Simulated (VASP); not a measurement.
ZnO (zincite): single point with LDA

ZnO (zincite):

```
CELL_PARAMETERS angstrom
3.20539 0.00000 0.00000
-1.60270 2.77595 0.00000
0.00000 0.00000 5.13535
ATOMIC_POSITIONS crystal
Zn 0.66667 0.33333 0.00000
Zn 0.33333 0.66667 0.50000
O 0.33333 0.66667 0.87901
O 0.66667 0.33333 0.37901
```

This cell differs from its parent crystal: volume scaled by 0.96.

```
Program             : VASP 6.6.1
Task                : single point
Functional          : LDA
Potentials or basis : VASP PAW LDA potentials, release 64 (Zn, O)
Cutoff              : 520 eV
k mesh              : 9 × 9 × 5
Occupations         : fermi-dirac, width 0.05 eV
Spin                : no spin polarisation
```

| Quantity | Value |
| --- | --- |
| Pressure | 0.0 GPa |
| Largest force | 0.070 eV/Å |
| Band gap on the k mesh | 0.81 eV, direct |

Forces on the atoms (eV/Å):
```
Zn   0.000  0.000 -0.070
Zn   0.000  0.000 -0.070
O    0.000  0.000  0.070
O    0.000  0.000  0.070
```

Stress tensor (GPa, compression positive):
```
-0.71  0.00  0.00
 0.00 -0.71  0.00
 0.00  0.00  1.31
```

Levels at points of the mesh, in eV from the valence-band top:
| k point | band 14 | band 15 | band 16 | band 17 | band 18 | band 19 | band 20 | band 21 | band 22 | band 23 |
| --- | --- | --- | --- | --- | --- | --- | --- | --- | --- | --- |
| (0.00, 0.00, 0.00) | -0.87 | -0.87 | -0.08 | 0.00 | 0.00 | 0.81 | 5.24 | 8.27 | 12.85 | 12.85 |

Run time: 53 s on 1 thread of Intel Xeon 8259CL, on a shared host, peak memory 0.16 GiB.
